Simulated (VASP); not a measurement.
A run of VASP 6.6.1 is set up as follows.

The input INCAR:

```
SYSTEM = Rh
PREC = Accurate
ENCUT = 520
EDIFF = 1E-7
ISMEAR = 0
SIGMA = 0.15
LREAL = .False.
LASPH = .True.
NELM = 60
ALGO = Fast
ISIF = 2
LWAVE = .False.
LCHARG = .False.
GGA = PS
NBANDS = 14
```

File KPOINTS:

```
regular mesh
0
Gamma
  22 22 22
  0 0 0
```

POSCAR

```
Rh
1.0
    0.0000000000      1.9086808125      1.9086808125
    1.9015500000      0.0071308125      1.9015500000
    1.9015500000      1.9015500000      0.0071308125
Rh
1
Direct
    0.0000000000      0.0000000000      0.0000000000
```

Potentials or basis: VASP PAW PBE potentials, release 64 (Rh_pv).

The run is started by

```bash
$ cat potpaw_PBE.64/Rh_pv/POTCAR > POTCAR
$ mpirun -np 1 vasp_std > vasp.out
```

(1) Predict the pressure.

Results:

(1) -5.1 GPa.

Caveat: the cell differs from its parent crystal (strain +0.0075 x Voigt [0, 0, 0, 1, 0, 0]); the PAW data sets were made with another functional, which shifts forces and pressure a little.
